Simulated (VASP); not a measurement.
Wanted: the native input for a VASP 6.6.1 run.

- Task: single point
- Functional: r2SCAN
- Potentials or basis: VASP PAW PBE potentials, release 64 (Ni)
- Cutoff: 520 eV
- k mesh: 20 × 20 × 20
- Occupations: gaussian, width 0.05 eV
- Spin: collinear spin, ferromagnetic start
- Starting moments: [0.93] μB
- Dipole correction: no
- Further INCAR settings: ALGO = Normal; EDIFF = 1e-06; NBANDS = 15

Ni:

```
Ni
1.0
     0.00000    1.73139    1.73139
     1.73139    0.00000    1.73139
     1.73139    1.73139    0.00000
Ni
1
Direct
  0.00000 0.00000 0.00000
```

The input as run:

POSCAR

```
Ni
1.0
    0.0000000000      1.7313902923      1.7313902923
    1.7313902923      0.0000000000      1.7313902923
    1.7313902923      1.7313902923      0.0000000000
Ni
1
Direct
    0.0000000000      0.0000000000      0.0000000000
```

INCAR.step1

```
SYSTEM = Ni
PREC = Accurate
ENCUT = 520
ISMEAR = 0
SIGMA = 0.05
LREAL = .False.
LASPH = .True.
NELM = 150
ISPIN = 2
MAGMOM = 0.93
LMAXMIX = 4
NBANDS = 15
GGA = PE
ALGO = Normal
EDIFF = 1E-4
LWAVE = .True.
LCHARG = .False.
```

INCAR.step2

```
SYSTEM = Ni
PREC = Accurate
ENCUT = 520
EDIFF = 1E-6
ISMEAR = 0
SIGMA = 0.05
LREAL = .False.
LASPH = .True.
NELM = 150
ALGO = Normal
ISIF = 2
LWAVE = .False.
LCHARG = .False.
ISPIN = 2
MAGMOM = 0.93
LORBIT = 11
LMAXMIX = 4
METAGGA = R2SCAN
LMIXTAU = .True.
NBANDS = 15
ISTART = 1
```

KPOINTS

```
Automatic mesh
0
Gamma
  20 20 20
  0 0 0
```

Potentials or basis: VASP PAW PBE potentials, release 64 (Ni).

Launch:

```sh
$ cat potpaw_PBE.64/Ni/POTCAR > POTCAR
$ cp INCAR.step1 INCAR
$ mpirun -np 1 vasp_std > vasp.out
$ cp INCAR.step2 INCAR
$ mpirun -np 1 vasp_std > vasp.out
```

Results of the run:

```json
{
  "Pressure": "3.4 GPa",
  "Net moment": "0.72 μB per cell",
  "Site moments": "Ni +0.73 μB",
  "Valence electrons inside the program's atomic spheres": "Ni 9.43"
}
```

Caveat: the cell stands under pressure; the PAW data sets were made with another functional, which shifts forces and pressure a little.

Wall time 2.5 min on 1 thread of AMD EPYC 9R45 96-Core Processor (Zen 5), on a shared host, peak memory 0.14 GiB.
